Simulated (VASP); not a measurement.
Crystal: CdTe.

```xyz
2
Lattice="3.9625 0.0000 0.0000 0.0000 3.9625 0.0000 0.0000 0.0000 3.9625" Properties=species:S:1:pos:R:3 pbc="T T T"
Cd    0.0000    0.0000    0.0000
Te    1.9813    1.9813    1.9813
```

| Property | Result |
| --- | --- |
| Program | VASP 6.6.1 |
| Task | relaxation of cell and atoms |
| Functional | PBE |
| Potentials or basis | VASP PAW PBE potentials, release 64 (Cd, Te) |
| Cutoff | 600 eV |
| k mesh | 4 × 4 × 4 |
| Occupations | gaussian, width 0.1 eV |
| Spin | no spin polarisation |

At the start: pressure -3.8 GPa; volume 31.11 Å³/atom.

**Question.** Where does the relaxation end?

**Answer.** Over 3 steps the energy falls by 46.1 meV/atom and the volume is 27.63 Å³/atom (-11.2 %); space group Pm-3m (No. 221, to 0.05 Å).

The path:
| step | energy change (eV) | largest force (eV/Å) | pressure (GPa) | volume (Å³) |
| --- | --- | --- | --- | --- |
| 1 | 0.0000 | 0.0000 | -3.77 | 62.22 |
| 2 | -0.0912 | 0.0000 | -0.46 | 55.86 |
| 3 | -0.0922 | 0.0000 | -0.01 | 55.25 |

Final structure:
```xyz
2
Lattice="3.8087 0.0000 0.0000 0.0000 3.8087 0.0000 0.0000 0.0000 3.8087" Properties=species:S:1:pos:R:3 pbc="T T T"
Cd    0.0000    0.0000    0.0000
Te    1.9044    1.9044    1.9044
```

Caveat: the k points lie up to 0.41 Å⁻¹ apart in the final cell.
